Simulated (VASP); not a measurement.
MnSb, 4 atoms in the cell. The structure is hexagonal, space group P6_3/mmc (No. 194). Conventional cell: a = 4.385 Å, b = 4.385 Å, c = 6.108 Å, α = 90.00°, β = 90.00°, γ = 120.00°. Within 3.9 Å of Mn (site symmetry -3m) lie 6 Sb at 2.96 Å and 2 Mn at 3.05 Å. Sb (site symmetry -6m2) has 6 Mn at 2.96 Å within 3.9 Å.  This cell differs from its parent crystal: volume scaled by 1.18.

```yaml
Program: VASP 6.6.1
Task: single point
Functional: PBEsol
Potentials_or_basis: VASP PAW PBE potentials, release 64 (Mn_pv, Sb)
Cutoff: 520 eV
k_mesh: 9 × 9 × 6
Occupations: fermi-dirac, width 0.1 eV
Spin: no spin polarisation
Dipole_correction: no
Further_INCAR_settings: ALGO = Normal; EDIFF = 1e-07; NBANDS = 26
```

Potentials or basis: VASP PAW PBE potentials, release 64 (Mn_pv, Sb).

Run with:

```console
$ cat potpaw_PBE.64/Mn_pv/POTCAR potpaw_PBE.64/Sb/POTCAR > POTCAR
$ mpirun -np 1 vasp_std > vasp.out
```

Hardware: 1 thread of Intel(R) Xeon(R) 6975P-C (Granite Rapids), on a shared host.

Question: How long does it take, and how much memory?

Answer: It took 72 s on 1 thread of Intel(R) Xeon(R) 6975P-C (Granite Rapids), with other jobs on the host, peak memory 0.3 GiB. Counts: scf iterations 16, k points 48.
